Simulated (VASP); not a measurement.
# Y4Be (Im-3m) in VASP: notebook

Y4Be is run at these levels: PBE; tasks: single point, relaxation of cell and atoms.

Program: VASP 6.6.1. These are calculated values, not measurements. Logs are shortened: lines on timing, memory, paths and dates and some standing lists are left out, and cuts for length are marked.

**1. The cell of the first run**

Symmetry: Im-3m, No. 229, cubic system. The conventional cell has a = 6.666 Å, b = 6.666 Å, c = 6.666 Å, α = 90.00°, β = 90.00°, γ = 90.00°. Y (site symmetry -3m) has 2 Be at 2.89 Å and 6 Y at 3.33 Å within 3.8 Å. Be (site symmetry m-3m) has 8 Y at 2.89 Å within 3.8 Å.

**2. Single point, PBE**

INCAR

```
PREC     = Accurate       # precision mode
ENCUT    = 520            # plane-wave cutoff, eV
EDIFF    = 1E-6           # SCF threshold, eV
ISMEAR   = 0              # smearing method
SIGMA    = 0.1            # smearing width, eV
LREAL    = False          # projectors in reciprocal space
LASPH    = True           # aspherical terms in the spheres
NELM     = 100            # most SCF steps
ALGO     = Normal         # electronic algorithm
ISIF     = 2              # what is computed and relaxed
LWAVE    = False          # write WAVECAR
LCHARG   = False          # write CHGCAR
GGA      = PE             # functional
NBANDS   = 31             # bands
```

KPOINTS

```
Automatic mesh
0
Gamma
  8 8 8
```

POSCAR

```
Y4Be
1.0
   -3.3328878925      3.3328878925      3.3328878925
    3.3328878925     -3.3328878925      3.3328878925
    3.3328878925      3.3328878925     -3.3328878925
Y Be
4 1
Direct
    0.5000000000      0.5000000000      0.5000000000
    0.0000000000      0.0000000000      0.5000000000
    0.0000000000      0.5000000000      0.0000000000
    0.5000000000      0.0000000000      0.0000000000
    0.0000000000      0.0000000000      0.0000000000
```

Potentials or basis: VASP PAW PBE potentials, release 64 (Y_sv, Be).

Run with:

```console
> cat potpaw_PBE.64/Y_sv/POTCAR potpaw_PBE.64/Be/POTCAR > POTCAR
> mpirun -np 1 vasp_std > vasp.out
```

OUTCAR:

```text
PREC = Accurate
   ENCUT = 520
   EDIFF = 1E-6
   ISMEAR = 0
   LREAL = False
   LASPH = True
   NELM = 100
   ISIF = 2
   GGA = PE

 ion  position               nearest neighbor table
   1  0.500  0.500  0.500-   5 2.89   5 2.89   4 3.33   2 3.33   4 3.33   3 3.33   2 3.33   3 3.33

   2  0.000  0.000  0.500-   5 2.89   5 2.89   4 3.33   1 3.33   3 3.33   3 3.33   4 3.33   1 3.33

   3  0.000  0.500  0.000-   5 2.89   5 2.89   4 3.33   1 3.33   2 3.33   2 3.33   1 3.33   4 3.33

   4  0.500  0.000  0.000-   5 2.89   5 2.89   3 3.33   1 3.33   1 3.33   2 3.33   2 3.33   3 3.33

   5  0.000  0.000  0.000-   1 2.89   2 2.89   3 2.89   4 2.89   2 2.89   3 2.89   4 2.89   1 2.89

  LATTYP: Found a body centered cubic cell.
 ALAT       =     6.6657757850

  Lattice vectors:

 A1 = (  -3.3328878925,   3.3328878925,   3.3328878925)
 A2 = (   3.3328878925,  -3.3328878925,   3.3328878925)
 A3 = (   3.3328878925,   3.3328878925,  -3.3328878925)

Analysis of symmetry for initial positions (statically):
=====================================================================
 Subroutine PRICEL returns:
 Original cell was already a primitive cell.

 Routine SETGRP: Setting up the symmetry group for a
 body centered cubic supercell.

 Subroutine GETGRP returns: Found 48 space group operations
 (whereof 48 operations were pure point group operations)
 out of a pool of 48 trial point group operations.

The static configuration has the point symmetry O_h .

Analysis of symmetry for dynamics (positions and initial velocities):
=====================================================================
 Subroutine PRICEL returns:
 Original cell was already a primitive cell.

 Routine SETGRP: Setting up the symmetry group for a
 body centered cubic supercell.

 Subroutine GETGRP returns: Found 48 space group operations
 (whereof 48 operations were pure point group operations)
 out of a pool of 48 trial point group operations.

The dynamic configuration has the point symmetry O_h .

 Subroutine INISYM returns: Found 48 space group operations
 (whereof 48 operations are pure point group operations),
 and found     1 'primitive' translations

----------------------------------------------------------------------------------------

                                     Primitive cell

  volume of cell :     148.0888

  direct lattice vectors                    reciprocal lattice vectors
    -3.332887893  3.332887893  3.332887893     0.000000000  0.150020048  0.150020048
     3.332887893 -3.332887893  3.332887893     0.150020048  0.000000000  0.150020048
     3.332887893  3.332887893 -3.332887893     0.150020048  0.150020048  0.000000000

  length of vectors
     5.772731166  5.772731166  5.772731166     0.212160386  0.212160386  0.212160386

  position of ions in fractional coordinates (direct lattice)
     0.500000000  0.500000000  0.500000000
     0.000000000  0.000000000  0.500000000
     0.000000000  0.500000000  0.000000000
     0.500000000  0.000000000  0.000000000
     0.000000000  0.000000000  0.000000000

  ion indices of the primitive-cell ions
   primitive index   ion index
                 1           1
                 2           2
                 3           3
                 4           4
                 5           5

----------------------------------------------------------------------------------------

 KPOINTS: Automatic mesh

Automatic generation of k-mesh.
 Grid dimensions read from file:
 generate k-points for:    8    8    8

 Generating k-lattice:

  Cartesian coordinates                     Fractional coordinates (reciprocal lattice)
     0.000000000  0.018752506  0.018752506     0.125000000  0.000000000  0.000000000
     0.018752506  0.000000000  0.018752506     0.000000000  0.125000000  0.000000000
     0.018752506  0.018752506  0.000000000     0.000000000  0.000000000  0.125000000

  Length of vectors
     0.026520048  0.026520048  0.026520048

  Shift w.r.t. Gamma in fractional coordinates (k-lattice)
     0.000000000  0.000000000  0.000000000

 Subroutine IBZKPT returns following result:
 ===========================================

 Found     29 irreducible k-points:

 Following reciprocal coordinates:
            Coordinates               Weight
  0.000000  0.000000  0.000000      1.000000
  0.125000  0.000000  0.000000     12.000000
  0.250000  0.000000  0.000000     12.000000
  0.375000  0.000000  0.000000     12.000000
  0.500000  0.000000  0.000000      6.000000
  0.125000  0.125000  0.000000     24.000000
[... 16 lines left out ...]
 -0.250000  0.250000  0.250000      6.000000
 -0.375000  0.375000  0.250000     24.000000
 [... further k-points ...]
   k-points           NKPTS =     29   k-points in BZ     NKDIM =     29   number of bands    NBANDS=     31
   number of dos      NEDOS =    301   number of ions     NIONS =      5
   total plane-waves  NPLWV = 110592
   dimension x,y,z NGX =    48 NGY =   48 NGZ =   48
   dimension x,y,z NGXF=    96 NGYF=   96 NGZF=   96
   ions per type =               4   1
   NGX,Y,Z   is equivalent  to a cutoff of  13.82, 13.82, 13.82 a.u.
   NGXF,Y,Z  is equivalent  to a cutoff of  27.65, 27.65, 27.65 a.u.
 SYSTEM =  unknown system
   PREC   = accura    normal or accurate (medium, high low for compatibility)
   ISTART =      0    job   : 0-new  1-cont  2-samecut
   ICHARG =      2    charge: 1-file 2-atom 10-const
   ISPIN  =      1    spin polarized calculation?
   LNONCOLLINEAR =      F non collinear calculations
   LSORBIT =      F    spin-orbit coupling
   LASPH  =      T    aspherical Exc in radial PAW
   ENCUT  =  520.0 eV  38.22 Ry    6.18 a.u.  10.73 10.73 10.73*2*pi/ulx,y,z
   NELM   =    100;   NELMIN=  2; NELMDL= -5     # of ELM steps
   EDIFF  = 0.1E-05   stopping-criterion for ELM
   LREAL  =      F    real-space projection
   EDIFFG = 0.1E-04   stopping-criterion for IOM
   NSW    =      0    number of steps for IOM
   IBRION =     -1    ionic relax: 0-MD 1-quasi-New 2-CG
   NFREE  =      0    steps in history (QN), initial steepest desc. (CG)
   ISIF   =      2    stress and relaxation
   ISYM   =      2    0-nonsym 1-usesym 2-fastsym
   POTIM  = 0.5000    time-step for ionic-motion
   TEBEG  =    0.0;   TEEND  =   0.0 temperature during run
   PSTRESS=    0.0 pullay stress
   NELECT =      46.0000    total number of electrons
   NUPDOWN=      -1.0000    fix difference up-down
   EMIN   =  10.00;   EMAX   =-10.00  energy-range for DOS
   EFERMI =   0.00;   METHOD = LEGACY
   ISMEAR =     0;   SIGMA  =   0.10  broadening in eV -4-tet -1-fermi 0-gaus
   EFERMI_NEDOS =   21; number of points for ismear=-14 and -15
   IALGO  =     38    algorithm
   IMIX   =      4    mixing-type and parameters
     AMIX     =   0.40;   BMIX     =  1.00
     AMIX_MAG =   1.60;   BMIX_MAG =  1.00
  volume/ion in A,a.u.               =      29.62       199.87
  Fermi-wavevector in a.u.,A,eV,Ry     =   1.108715  2.095168 16.724959  1.229250
  Thomas-Fermi vector in A             =   2.245246
   LORBIT       =      0    0 simple, 1 ext, 2 COOP (PROOUT), +10 PAW based schemes
   GGA     = PE    functional components
   LHFCALC =     F    Hartree Fock is set to
   AEXX    =    0.0000 exact exchange contribution
   IVDW    =     0    specifies the selected vdW correction
   LEPSILON=     F    determine dielectric tensor
   LRPA    =     F    only Hartree local field effects (RPA)
 non-spin polarized calculation
 Gauss-broadening in eV      SIGMA  =   0.10
  energy-cutoff  :      520.00
  volume of cell :      148.09
 maximum number of plane-waves:      4028
 NGX is ok and might be reduce to    48
   NGX = 21   NGY = 21   NGZ = 21

 number of electron      46.0000001 magnetization

 Free energy of the ion-electron system (eV)
  ---------------------------------------------------
  ext. energy  EPLUGINS =         0.00000000
  ---------------------------------------------------
  free energy    TOTEN  =       -27.10212962 eV

  energy without entropy =      -27.05638415  energy(sigma->0) =      -27.07925689

 E-fermi :   2.8000     XC(G=0):  -9.2217

 val. band max:        2.7969615489   @ k =   0.3750   0.2500   0.0000
 cond. band min:       2.8012162280   @ k =  -0.2500   0.3750   0.1250
 fundamental gap:      0.0042546791
 Fermi energy:         2.7999598945

 k-point     1 :       0.0000    0.0000    0.0000
  band No.  band energies     occupation
      1     -40.0898      2.00000
      2     -39.9859      2.00000
      3     -39.9859      2.00000
      4     -39.9859      2.00000
      5     -20.3478      2.00000
      6     -20.3478      2.00000
[... 23 lines left out ...]
     30       5.8531      0.00000
     31       5.8532      0.00000

 k-point     2 :       0.1250    0.0000    0.0000
  band No.  band energies     occupation
      1     -40.0858      2.00000
      2     -39.9898      2.00000
      3     -39.9860      2.00000
      4     -39.9860      2.00000
      5     -20.3408      2.00000
      6     -20.3398      2.00000
[... 23 lines left out ...]
     30       5.4809      0.00000
     31       5.5092      0.00000

 k-point     3 :       0.2500    0.0000    0.0000
  band No.  band energies     occupation
      1     -40.0745      2.00000
      2     -40.0010      2.00000
      3     -39.9862      2.00000
      4     -39.9862      2.00000
      5     -20.3279      2.00000
      6     -20.3265      2.00000
[... 23 lines left out ...]
     30       4.8325      0.00000
     31       5.1239      0.00000

 k-point     4 :       0.3750    0.0000    0.0000
  band No.  band energies     occupation
      1     -40.0576      2.00000
      2     -40.0178      2.00000
      3     -39.9864      2.00000
      4     -39.9864      2.00000
      5     -20.3204      2.00000
      6     -20.3197      2.00000
[... 635 lines left out ...]
     30       4.9843      0.00000
     31       4.9843      0.00000

 k-point    23 :      -0.2500    0.2500    0.2500
  band No.  band energies     occupation
      1     -40.0635      2.00000
      2     -40.0116      2.00000
      3     -40.0116      2.00000
      4     -39.9612      2.00000
      5     -20.3879      2.00000
      6     -20.3174      2.00000
[... 23 lines left out ...]
     30       4.9472      0.00000
     31       5.5803      0.00000

 k-point    24 :      -0.3750    0.3750    0.2500
  band No.  band energies     occupation
      1     -40.0515      2.00000
      2     -40.0233      2.00000
      3     -40.0194      2.00000
      4     -39.9536      2.00000
      5     -20.3925      2.00000
      6     -20.3331      2.00000
[... 23 lines left out ...]
     30       5.1998      0.00000
     31       5.4468      0.00000

 [... further k-points ...]
[... 5 lines left out ...]
  --------------------------------------------------------------------------------------
  -------------------------------------------------------------------------------------
  Total       -0.0562519     -0.0562519     -0.0562519      0.0000000      0.0000000      0.0000000
  in kB       -0.6085911     -0.6085911     -0.6085911      0.0000000      0.0000000      0.0000000
  external PRESSURE =      -0.6085911 kB  Pullay stress =       0.0000000 kB

 VOLUME and BASIS-vectors are now :
 -----------------------------------------------------------------------------
  energy-cutoff  :      520.00
  volume of cell :      148.09
      direct lattice vectors                 reciprocal lattice vectors
    -3.332887893  3.332887893  3.332887893     0.000000000  0.150020048  0.150020048
     3.332887893 -3.332887893  3.332887893     0.150020048  0.000000000  0.150020048
     3.332887893  3.332887893 -3.332887893     0.150020048  0.150020048  0.000000000

 POSITION                                       TOTAL-FORCE (eV/Angst)
 -----------------------------------------------------------------------------------
      1.66644      1.66644      1.66644         0.000000     -0.000000      0.000000
      1.66644      1.66644     -1.66644        -0.000000      0.000000      0.000000
      1.66644     -1.66644      1.66644         0.000000      0.000000     -0.000000
     -1.66644      1.66644      1.66644        -0.000000     -0.000000      0.000000
      0.00000      0.00000      0.00000         0.000000      0.000000      0.000000
 -----------------------------------------------------------------------------------
    total drift:                                0.000000      0.000000     -0.000000

  FREE ENERGIE OF THE ION-ELECTRON SYSTEM (eV)
  ---------------------------------------------------
  free  energy   TOTEN  =       -27.1021296210 eV

  energy  without entropy=      -27.0563841503  energy(sigma->0) =      -27.07925689
```

It took 2 min on 1 thread of AMD EPYC 9R45 (Zen 5), shared host; peak memory 0.36 GiB.

Results:

```
Free energy            : -27.1021 eV
Pressure               : -0.1 GPa
Band gap on the k mesh : zero (band 23 reaches 3.18 eV, above the bottom of band 24 at 2.48 eV)
```

Levels at points of the mesh, in eV from the Fermi level:
| k point | band 20 | band 21 | band 22 | band 23 | band 24 | band 25 | band 26 | band 27 |
| --- | --- | --- | --- | --- | --- | --- | --- | --- |
| (0.00, 0.00, 0.00) | -1.59 | -0.44 | -0.44 | 0.15 | 0.15 | 0.15 | 1.11 | 1.11 |
| (0.50, 0.00, 0.00) | -1.05 | -0.86 | -0.44 | 0.05 | 0.30 | 0.43 | 0.54 | 0.80 |
| (0.50, 0.50, 0.50) | -2.27 | -0.78 | -0.78 | -0.78 | -0.07 | -0.07 | 0.28 | 0.28 |

**3. Relaxation of cell and atoms, PBE**

This run uses another cell than the first one, of 29.49 Å³/atom, 0.996 times its volume.

INCAR

```
SYSTEM = Y4Be
ALGO     = Normal         ! electronic algorithm
EDIFF    = 1E-7           ! SCF threshold, eV
EDIFFG   = -0.01          ! ionic threshold
ENCUT    = 600            ! plane-wave cutoff, eV
GGA      = PE             ! functional
IBRION   = 2              ! ionic algorithm
ISIF     = 3              ! what is computed and relaxed
ISMEAR   = 0              ! smearing method
LASPH    = .True.         ! aspherical terms in the spheres
LCHARG   = .False.        ! write CHGCAR
LREAL    = .False.        ! projectors in reciprocal space
LWAVE    = .False.        ! write WAVECAR
NELM     = 100            ! most SCF steps
NSW      = 100            ! ionic steps
PREC     = Accurate       ! precision mode
SIGMA    = 0.1            ! smearing width, eV
```

KPOINTS

```
k-points
0
Gamma
  8 8 8
  0 0 0
```

POSCAR, as its differences from that of step 2:

```diff
@@ -2,5 +2,5 @@
 1.0
-   -3.3328878925      3.3328878925      3.3328878925
-    3.3328878925     -3.3328878925      3.3328878925
-    3.3328878925      3.3328878925     -3.3328878925
+   -3.3279900738      3.3279900738      3.3279900738
+    3.3279900738     -3.3279900738      3.3279900738
+    3.3279900738      3.3279900738     -3.3279900738
 Y Be
```

Potentials or basis: VASP PAW PBE potentials, release 64 (Y_sv, Be).

Run with:

```console
> cat potpaw_PBE.64/Y_sv/POTCAR potpaw_PBE.64/Be/POTCAR > POTCAR
> mpirun -np 1 vasp_std > vasp.out
```

Run time: 3.2 min. Hardware: 1 thread of AMD EPYC 9R45 (Zen 5), shared host; peak memory 0.4 GiB.

The run converged. Its results:

```yaml
Free_energy: -27.1023 eV
Relaxed_volume: 29.57 Å³/atom
Relaxed_cell: a = 5.770 Å, b = 5.770 Å, c = 5.770 Å, α = 109.47°, β = 109.47°, γ = 109.47°
Space_group_after_relaxing_to_0.05_Å: Im-3m (No. 229)
Energy_gained_by_relaxing: 0.0 meV/atom
Ionic_steps: 2
Pressure_after_relaxing: 0.0 GPa
Band_gap_on_the_k_mesh: zero (band 23 reaches 3.19 eV, above the bottom of band 24 at 2.48 eV)
```

Step by step:
```csv
step,energy change (eV),largest force (eV/Å),pressure (GPa),volume (Å³)
1,0.0000,0.0000,0.11,147.44
2,-0.0001,0.0000,0.00,147.86
```

Final structure:
```
Y Be
1.0
    -3.33114    3.33114    3.33114
     3.33114   -3.33114    3.33114
     3.33114    3.33114   -3.33114
Y Be
4 1
Direct
  0.50000 0.50000 0.50000
  0.00000 0.00000 0.50000
  0.00000 0.50000 0.00000
  0.50000 0.00000 0.00000
  0.00000 0.00000 0.00000
```

Levels at points of the mesh, in eV from the Fermi level:
```csv
k point,band 21,band 22,band 23,band 24,band 25,band 26
"(0.00, 0.00, 0.00)",-0.44,-0.44,0.16,0.16,0.16,1.12
"(0.50, 0.00, 0.00)",-0.86,-0.44,0.05,0.30,0.44,0.54
"(0.50, 0.50, 0.50)",-0.78,-0.78,-0.78,-0.07,-0.07,0.28
```
